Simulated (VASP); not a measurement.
# GaP (F-43m) in VASP: notebook

The runs below take GaP through vibrations by perturbation theory, elastic constants, with PBEsol.

Program: VASP 6.6.1. These are calculated values, not measurements. Logs are shortened: lines on timing, memory, paths and dates and some standing lists are left out, and cuts for length are marked.

## (1) The cell of the first run

Symmetry: F-43m, No. 216, cubic system. The conventional cell has a = 5.100 Å, b = 5.100 Å, c = 5.100 Å, α = 90.00°, β = 90.00°, γ = 90.00°. Ga (site symmetry -43m) has 4 P at 2.21 Å within 2.9 Å. Within 2.9 Å of P (site symmetry -43m) lie 4 Ga at 2.21 Å.

## (2) Vibrations by perturbation theory, PBEsol

The input, INCAR:

```
SYSTEM = GaP
ALGO     = Normal         ! electronic algorithm
EDIFF    = 1E-8           ! SCF threshold, eV
ENCUT    = 520            ! plane-wave cutoff, eV
GGA      = PS             ! functional
IBRION   = 8              ! ionic algorithm
ISIF     = 2              ! what is computed and relaxed
ISMEAR   = 0              ! smearing method
LASPH    = .TRUE.         ! aspherical terms in the spheres
LCHARG   = .FALSE.        ! write CHGCAR
LEPSILON = .TRUE.         ! dielectric tensor by DFPT
LREAL    = .FALSE.        ! projectors in reciprocal space
LWAVE    = .FALSE.        ! write WAVECAR
NBANDS   = 16             ! bands
NELM     = 80             ! most SCF steps
NSW      = 1              ! ionic steps
PREC     = Accurate       ! precision mode
SIGMA    = 0.01           ! smearing width, eV
```

The input, KPOINTS:

```
k-points
0
G
  10 10 10
  0 0 0
```

The input, POSCAR:

```
GaP
1.0
    0.0000000000      2.5498999147      2.5498999147
    2.5498999147      0.0000000000      2.5498999147
    2.5498999147      2.5498999147      0.0000000000
Ga P
1 1
Direct
    0.0000000000      0.0000000000      0.0000000000
    0.7500000000      0.7500000000      0.7500000000
```

Potentials or basis: VASP PAW PBE potentials, release 64 (Ga_d, P).

The run is started by

```sh
$ cat potpaw_PBE.64/Ga_d/POTCAR potpaw_PBE.64/P/POTCAR > POTCAR
$ mpirun -np 1 vasp_std > vasp.out
```

OUTCAR:

```text
SYSTEM = GaP
   EDIFF = 1E-8
   ENCUT = 520
   GGA = PS
   IBRION = 8
   ISIF = 2
   ISMEAR = 0
   LASPH = .TRUE.
   LEPSILON = .TRUE.
   LREAL = .FALSE.
   NELM = 80
   NSW = 1
   PREC = Accurate

 ion  position               nearest neighbor table
   1  0.000  0.000  0.000-   2 2.21   2 2.21   2 2.21   2 2.21
   2  0.750  0.750  0.750-   1 2.21   1 2.21   1 2.21   1 2.21

  LATTYP: Found a face centered cubic cell.
 ALAT       =     5.0997998294

  Lattice vectors:

 A1 = (   0.0000000000,   2.5498999147,   2.5498999147)
 A2 = (   2.5498999147,   0.0000000000,   2.5498999147)
 A3 = (   2.5498999147,   2.5498999147,   0.0000000000)

Analysis of symmetry for initial positions (statically):
=====================================================================
 Subroutine PRICEL returns:
 Original cell was already a primitive cell.

 Routine SETGRP: Setting up the symmetry group for a
 face centered cubic supercell.

 Subroutine GETGRP returns: Found 24 space group operations
 (whereof 24 operations were pure point group operations)
 out of a pool of 48 trial point group operations.

The static configuration has the point symmetry T_d .

Analysis of symmetry for dynamics (positions and initial velocities):
=====================================================================
 Subroutine PRICEL returns:
 Original cell was already a primitive cell.

 Routine SETGRP: Setting up the symmetry group for a
 face centered cubic supercell.

 Subroutine GETGRP returns: Found 24 space group operations
 (whereof 24 operations were pure point group operations)
 out of a pool of 48 trial point group operations.

The dynamic configuration has the point symmetry T_d .

 Subroutine INISYM returns: Found 24 space group operations
 (whereof 24 operations are pure point group operations),
 and found     1 'primitive' translations

[... 688 lines left out ...]
     0.00000 16.94124  0.00708

 MACROSCOPIC STATIC DIELECTRIC TENSOR (including local field effects in DFT)
 ------------------------------------------------------
          10.073169     0.000000     0.000000
           0.000000    10.073169     0.000000
           0.000000     0.000000    10.073169
 ------------------------------------------------------

 PIEZOELECTRIC TENSOR (including local field effects)  for field in x, y, z        (e  Angst)
          XX          YY          ZZ          XY          YZ          ZX
  --------------------------------------------------------------------------------
  x     0.00000    -0.00000    -0.00000     0.00000     1.45048     0.00000
  y    -0.00000     0.00000     0.00000     0.00000     0.00000     1.45048
  z    -0.00000    -0.00000     0.00000     1.45048     0.00000     0.00000

 PIEZOELECTRIC TENSOR (including local field effects)  for field in x, y, z        (C/m^2)
          XX          YY          ZZ          XY          YZ          ZX
  --------------------------------------------------------------------------------
  x     0.00000    -0.00000    -0.00000     0.00000     0.70085     0.00000
  y    -0.00000     0.00000     0.00000     0.00000     0.00000     0.70085
  z    -0.00000    -0.00000     0.00000     0.70085     0.00000     0.00000

 BORN EFFECTIVE CHARGES (including local field effects) (in |e|, cummulative output)
 ---------------------------------------------------------------------------------
 ion    1
    1     1.82688    -0.00000    -0.00000
    2    -0.00000     1.82688     0.00000
    3     0.00000    -0.00000     1.82688
 ion    2
    1    -1.82688     0.00000     0.00000
    2     0.00000    -1.82688    -0.00000
    3    -0.00000     0.00000    -1.82688

 INTERNAL STRAIN TENSOR FOR ION    2 for displacements in x,y,z  (eV/Angst):
          X           Y           Z          XY          YZ          ZX
  --------------------------------------------------------------------------------
  x     0.00000     0.00000     0.00000     0.00000    16.94124     0.00000
  y     0.00000     0.00000     0.00000     0.00000     0.00000    16.94124
  z     0.00000     0.00000     0.00000    16.94124     0.00000     0.00000

 SECOND DERIVATIVES (NOT SYMMETRIZED)
 ------------------------------------
               1X          1Y          1Z          2X          2Y          2Z
  1X   -15.768892    0.000000    0.000000   15.768892    0.000000    0.000000
  1Y     0.000000  -15.768892    0.000000    0.000000   15.768892    0.000000
  1Z     0.000000    0.000000  -15.768892    0.000000    0.000000   15.768892
  2X    15.787338    0.000000    0.000000  -15.787338    0.000000    0.000000
  2Y     0.000000   15.787338    0.000000    0.000000  -15.787338    0.000000
  2Z     0.000000    0.000000   15.787338    0.000000    0.000000  -15.787338

 Eigenvectors and eigenvalues of the dynamical matrix
 ----------------------------------------------------

   1 f  =   13.410616 THz    84.261386 2PiTHz  447.330002 cm-1    55.461827 meV
             X         Y         Z           dx          dy          dz
      0.000000  0.000000  0.000000     0.000000    0.554389    0.000000
      3.824850  3.824850  3.824850     0.000000   -0.832258    0.000000
[... 21 lines left out ...]
   6 f/i=    0.003617 THz     0.022726 2PiTHz    0.120646 cm-1     0.014958 meV
             X         Y         Z           dx          dy          dz
      0.000000  0.000000  0.000000     0.000000    0.000000    0.832258
      3.824850  3.824850  3.824850     0.000000    0.000000    0.554389

--------------------------------------------------------------------------------------------------------

 MACROSCOPIC STATIC DIELECTRIC TENSOR IONIC CONTRIBUTION
 ------------------------------------------------------
           1.154331    -0.000000     0.000000
          -0.000000     1.154331     0.000000
           0.000000     0.000000     1.154331
 ------------------------------------------------------

 ELASTIC MODULI CONTR FROM IONIC RELAXATION (kBar)
 Direction    XX          YY          ZZ          XY          YZ          ZX
 --------------------------------------------------------------------------------
 XX          -0.0000      0.0000      0.0000      0.0000      0.0000      0.0000
 YY           0.0000     -0.0000      0.0000      0.0000      0.0000     -0.0000
 ZZ           0.0000      0.0000     -0.0000      0.0000      0.0000      0.0000
 XY           0.0000      0.0000      0.0000   -874.6359      0.0000      0.0000
 YZ           0.0000      0.0000      0.0000      0.0000   -874.6359      0.0000
 ZX           0.0000     -0.0000      0.0000      0.0000      0.0000   -874.6359
 --------------------------------------------------------------------------------

 PIEZOELECTRIC TENSOR IONIC CONTR  for field in x, y, z        (C/m^2)
          XX          YY          ZZ          XY          YZ          ZX
  --------------------------------------------------------------------------------
  x     0.00000     0.00000    -0.00000     0.00000    -0.94548     0.00000
  y    -0.00000    -0.00000     0.00000    -0.00000     0.00000    -0.94548
  z     0.00000     0.00000     0.00000    -0.94548    -0.00000     0.00000
```

It took 7.5 min on 1 thread of AMD EPYC 9R45 (Zen 5), shared host; peak memory 0.33 GiB.

Results:

```yaml
Electronic_dielectric_tensor_diagonal: 10.07
Born_charges_mean_of_the_diagonal: Ga +1.83; P -1.83 e
Highest_phonon_frequency_at_Γ_LO-TO_splitting_left_out: 447 cm⁻¹
```

Phonon frequencies in cm⁻¹ (negative: imaginary):
```tsv
q point	frequencies
(0.000, 0.000, 0.000)	0 0 0 447 447 447
```

Electronic dielectric tensor:
```
10.07  0.00  0.00
 0.00 10.07  0.00
 0.00  0.00 10.07
```

Born effective charge tensors (e):
atom 1, Ga
```
1.83 0.00 0.00
0.00 1.83 0.00
0.00 0.00 1.83
```
atom 2, P
```
-1.83  0.00  0.00
 0.00 -1.83  0.00
 0.00  0.00 -1.83
```

Caveat: the cell wasn't relaxed at this level first, which shifts response properties; the PAW data sets were made with another functional, which shifts forces and pressure a little.

## (3) Vibrations by perturbation theory, PBEsol

This run uses another cell than the first one, of 18.00 Å³/atom, 1.086 times its volume.

The input, INCAR:

```
SYSTEM = GaP
ALGO = Normal
EDIFF = 1E-8
ENCUT = 520
GGA = PS
IBRION = 8
ISIF = 2
ISMEAR = 0
LASPH = .True.
LCHARG = .False.
LEPSILON = .True.
LREAL = .False.
LWAVE = .False.
NELM = 80
NSW = 1
PREC = Accurate
SIGMA = 0.01
```

The input, KPOINTS:

```
k-points
0
Gamma
  10 10 10
  0 0 0
```

The input, POSCAR:

```
GaP
1.0
    0.0000000000      2.6208147647      2.6208147647
    2.6208147647      0.0000000000      2.6208147647
    2.6208147647      2.6208147647      0.0000000000
Ga P
1 1
Direct
    0.0000000000      0.0000000000      0.0000000000
    0.7500000000      0.7500000000      0.7500000000
```

Potentials or basis: VASP PAW PBE potentials, release 64 (Ga_d, P).

The run is started by

```sh
$ cat potpaw_PBE.64/Ga_d/POTCAR potpaw_PBE.64/P/POTCAR > POTCAR
$ mpirun -np 1 vasp_std > vasp.out
```

OUTCAR:

```text
SYSTEM = GaP
   EDIFF = 1E-8
   ENCUT = 520
   GGA = PS
   IBRION = 8
   ISIF = 2
   ISMEAR = 0
   LASPH = .True.
   LEPSILON = .True.
   LREAL = .False.
   NELM = 80
   NSW = 1
   PREC = Accurate

 ion  position               nearest neighbor table
   1  0.000  0.000  0.000-   2 2.27   2 2.27   2 2.27   2 2.27
   2  0.750  0.750  0.750-   1 2.27   1 2.27   1 2.27   1 2.27

  LATTYP: Found a face centered cubic cell.
 ALAT       =     5.2416295294

  Lattice vectors:

 A1 = (   0.0000000000,   2.6208147647,   2.6208147647)
 A2 = (   2.6208147647,   0.0000000000,   2.6208147647)
 A3 = (   2.6208147647,   2.6208147647,   0.0000000000)

Analysis of symmetry for initial positions (statically):
=====================================================================
 Subroutine PRICEL returns:
 Original cell was already a primitive cell.

 Routine SETGRP: Setting up the symmetry group for a
 face centered cubic supercell.

 Subroutine GETGRP returns: Found 24 space group operations
 (whereof 24 operations were pure point group operations)
 out of a pool of 48 trial point group operations.

The static configuration has the point symmetry T_d .

Analysis of symmetry for dynamics (positions and initial velocities):
=====================================================================
 Subroutine PRICEL returns:
 Original cell was already a primitive cell.

 Routine SETGRP: Setting up the symmetry group for a
 face centered cubic supercell.

 Subroutine GETGRP returns: Found 24 space group operations
 (whereof 24 operations were pure point group operations)
 out of a pool of 48 trial point group operations.

The dynamic configuration has the point symmetry T_d .

 Subroutine INISYM returns: Found 24 space group operations
 (whereof 24 operations are pure point group operations),
 and found     1 'primitive' translations

----------------------------------------------------------------------------------------

                                     Primitive cell

  volume of cell :      36.0030

  direct lattice vectors                    reciprocal lattice vectors
     0.000000000  2.620814765  2.620814765    -0.190780366  0.190780366  0.190780366
     2.620814765  0.000000000  2.620814765     0.190780366 -0.190780366  0.190780366
     2.620814765  2.620814765  0.000000000     0.190780366  0.190780366 -0.190780366

  length of vectors
     3.706391785  3.706391785  3.706391785     0.330441287  0.330441287  0.330441287

  position of ions in fractional coordinates (direct lattice)
     0.000000000  0.000000000  0.000000000
     0.750000000  0.750000000  0.750000000

[... 572 lines left out ...]
 -----------------------------------------------------------------------------
    -0.00040  0.73634  0.00000
     0.73634 -0.00040  0.00000
     0.00000  0.00000 -0.00024

--------------------------------------- Ionic step        4  -------------------------------------------

------------------------ aborting loop because EDIFF is reached ----------------------------------------

[... ionic steps 5 to 6 ...]

--------------------------------------- Ionic step        7  -------------------------------------------

 Free energy of the ion-electron system (eV)
  ---------------------------------------------------
  ---------------------------------------------------
  free energy    TOTEN  =        -0.04767516 eV

  energy without entropy =       -0.04767516

------------------------ aborting loop because EDIFF is reached ----------------------------------------

 INTERNAL STRAIN TENSOR  FOR ION    2  DIRECTION 1   (eV/Angst):
 -----------------------------------------------------------------------------
    -0.00812  0.00000  0.00000
     0.00000  0.00533 12.30745
     0.00000 12.30745  0.00533

 MACROSCOPIC STATIC DIELECTRIC TENSOR (including local field effects in DFT)
 ------------------------------------------------------
          10.238313    -0.000000    -0.000000
           0.000000    10.238313     0.000000
           0.000000     0.000000    10.238313
 ------------------------------------------------------

 PIEZOELECTRIC TENSOR (including local field effects)  for field in x, y, z        (e  Angst)
          XX          YY          ZZ          XY          YZ          ZX
  --------------------------------------------------------------------------------
  x     0.00000     0.00000     0.00000     0.00000     1.66080     0.00000
  y     0.00000    -0.00000    -0.00000     0.00000     0.00000     1.66080
  z    -0.00000     0.00000     0.00000     1.66080     0.00000     0.00000

 PIEZOELECTRIC TENSOR (including local field effects)  for field in x, y, z        (C/m^2)
          XX          YY          ZZ          XY          YZ          ZX
  --------------------------------------------------------------------------------
  x     0.00000     0.00000     0.00000     0.00000     0.73908     0.00000
  y     0.00000    -0.00000    -0.00000     0.00000     0.00000     0.73908
  z    -0.00000     0.00000     0.00000     0.73908     0.00000     0.00000

 BORN EFFECTIVE CHARGES (including local field effects) (in |e|, cummulative output)
 ---------------------------------------------------------------------------------
 ion    1
    1     1.96280     0.00000     0.00000
    2     0.00000     1.96280    -0.00000
    3     0.00000    -0.00000     1.96280
 ion    2
    1    -1.96280     0.00000     0.00000
    2     0.00000    -1.96280     0.00000
    3    -0.00000     0.00000    -1.96280

 INTERNAL STRAIN TENSOR FOR ION    2 for displacements in x,y,z  (eV/Angst):
          X           Y           Z          XY          YZ          ZX
  --------------------------------------------------------------------------------
  x    -0.00000     0.00000     0.00000     0.00000    12.30745     0.00000
  y     0.00000    -0.00000     0.00000     0.00000     0.00000    12.30745
  z     0.00000     0.00000    -0.00000    12.30745     0.00000     0.00000

 SECOND DERIVATIVES (NOT SYMMETRIZED)
 ------------------------------------
               1X          1Y          1Z          2X          2Y          2Z
  1X   -13.054945    0.000000    0.000000   13.054945    0.000000    0.000000
  1Y     0.000000  -13.054945    0.000000    0.000000   13.054945    0.000000
  1Z     0.000000    0.000000  -13.054945    0.000000    0.000000   13.054945
  2X    13.011155    0.000000    0.000000  -13.011155    0.000000    0.000000
  2Y     0.000000   13.011155    0.000000    0.000000  -13.011155    0.000000
  2Z     0.000000    0.000000   13.011155    0.000000    0.000000  -13.011155

 Eigenvectors and eigenvalues of the dynamical matrix
 ----------------------------------------------------

   1 f  =   12.183023 THz    76.548190 2PiTHz  406.381897 cm-1    50.384911 meV
             X         Y         Z           dx          dy          dz
      0.000000  0.000000  0.000000    -0.555259    0.000000    0.000000
      3.931222  3.931222  3.931222     0.831678    0.000000    0.000000
[... 21 lines left out ...]
   6 f/i=    0.009452 THz     0.059386 2PiTHz    0.315271 cm-1     0.039089 meV
             X         Y         Z           dx          dy          dz
      0.000000  0.000000  0.000000     0.000000    0.000000    0.831678
      3.931222  3.931222  3.931222     0.000000    0.000000    0.555259

--------------------------------------------------------------------------------------------------------

 MACROSCOPIC STATIC DIELECTRIC TENSOR IONIC CONTRIBUTION
 ------------------------------------------------------
           1.485705    -0.000000    -0.000000
          -0.000000     1.485705    -0.000000
          -0.000000    -0.000000     1.485705
 ------------------------------------------------------

 ELASTIC MODULI CONTR FROM IONIC RELAXATION (kBar)
 Direction    XX          YY          ZZ          XY          YZ          ZX
 --------------------------------------------------------------------------------
 XX          -0.0000     -0.0000     -0.0000      0.0000      0.0000     -0.0000
 YY          -0.0000     -0.0000     -0.0000     -0.0000      0.0000      0.0000
 ZZ          -0.0000     -0.0000     -0.0000      0.0000      0.0000     -0.0000
 XY           0.0000     -0.0000      0.0000   -514.1401     -0.0000      0.0000
 YZ           0.0000      0.0000      0.0000     -0.0000   -514.1401      0.0000
 ZX          -0.0000      0.0000     -0.0000      0.0000      0.0000   -514.1401
 --------------------------------------------------------------------------------

 PIEZOELECTRIC TENSOR IONIC CONTR  for field in x, y, z        (C/m^2)
          XX          YY          ZZ          XY          YZ          ZX
  --------------------------------------------------------------------------------
  x     0.00000     0.00000     0.00000    -0.00000    -0.82239     0.00000
  y    -0.00000     0.00000    -0.00000     0.00000     0.00000    -0.82239
  z    -0.00000    -0.00000     0.00000    -0.82239     0.00000     0.00000
```

stdout:

```text
POSCAR found type information on POSCAR GaP
 POSCAR found :  2 types and       2 ions
 scaLAPACK will be used
 -----------------------------------------------------------------------------
|                                                                             |
|                                                                             |
[... 39 lines left out ...]
 first order change of Fermi-energy   0.29209E-03
 force on displaced ion       1 direction 1 : -13.055   0.000   0.000
 Born effective charge ion    1 direction 1 :   1.944   0.000   0.000
 Linear response progress:
 first order change of Fermi-energy  -0.16297E-03
 force on displaced ion       2 direction 1 : -13.011   0.000   0.000
 Born effective charge ion    2 direction 1 :  -1.977   0.000   0.000
 Born effective charges drift removed
 Linear response finished
```

Wall time 5.5 min (1 thread of AMD EPYC 9R45 (Zen 5), shared host); peak memory 0.31 GiB.

What came out:

```
Electronic dielectric tensor (diagonal)                 : 10.24
Born charges (mean of the diagonal)                     : Ga +1.96; P -1.96 e
Highest phonon frequency at Γ, LO-TO splitting left out : 406 cm⁻¹
```

Phonon frequencies in cm⁻¹ (negative: imaginary):
```
              q point        frequencies
(0.000, 0.000, 0.000)  0 0 0 406 406 406
```

Electronic dielectric tensor:
```
10.24  0.00  0.00
 0.00 10.24  0.00
 0.00  0.00 10.24
```

Born effective charge tensors (e):
atom 1, Ga
```
1.96 0.00 0.00
0.00 1.96 0.00
0.00 0.00 1.96
```
atom 2, P
```
-1.96  0.00  0.00
 0.00 -1.96  0.00
 0.00  0.00 -1.96
```

Caveat: the cell wasn't relaxed at this level first, which shifts response properties; the PAW data sets were made with another functional, which shifts forces and pressure a little.

[end of part 1 of 2]
